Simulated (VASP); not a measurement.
Sr, 2 atoms in the cell. It takes space group P6_3/mmc (No. 194, hexagonal). Conventional cell: a = 4.272 Å, b = 4.272 Å, c = 6.935 Å, α = 90.00°, β = 90.00°, γ = 120.00°. Sr (site symmetry -6m2) has 12 Sr at 4.26 to 4.27 Å within 5.6 Å. This isn't the form of Sr at room conditions, which is fcc.

| Property | Result |
| --- | --- |
| Program | VASP 6.6.1 |
| Task | single point |
| Functional | PBE |
| Potentials or basis | VASP PAW PBE potentials, release 64 (Sr_sv) |
| Cutoff | 520 eV |
| k mesh | 6 × 6 × 4 |
| Occupations | gaussian, width 0.1 eV |
| Spin | no spin polarisation |
| Dipole correction | no |
| Further INCAR settings | ALGO = Normal; EDIFF = 1e-06; NBANDS = 17 |

Potentials or basis: VASP PAW PBE potentials, release 64 (Sr_sv).

Launch:

```bash
$ cat potpaw_PBE.64/Sr_sv/POTCAR > POTCAR
$ mpirun -np 1 vasp_std > vasp.out
```

Hardware: 1 thread of Intel(R) Xeon(R) 6975P-C (Granite Rapids), with other jobs on the host.

Estimate the wall time of this run.

Wall time 16 s on 1 thread of Intel(R) Xeon(R) 6975P-C (Granite Rapids), with other jobs on the host, peak memory 0.22 GiB. Counts: scf iterations 12, k points 21.
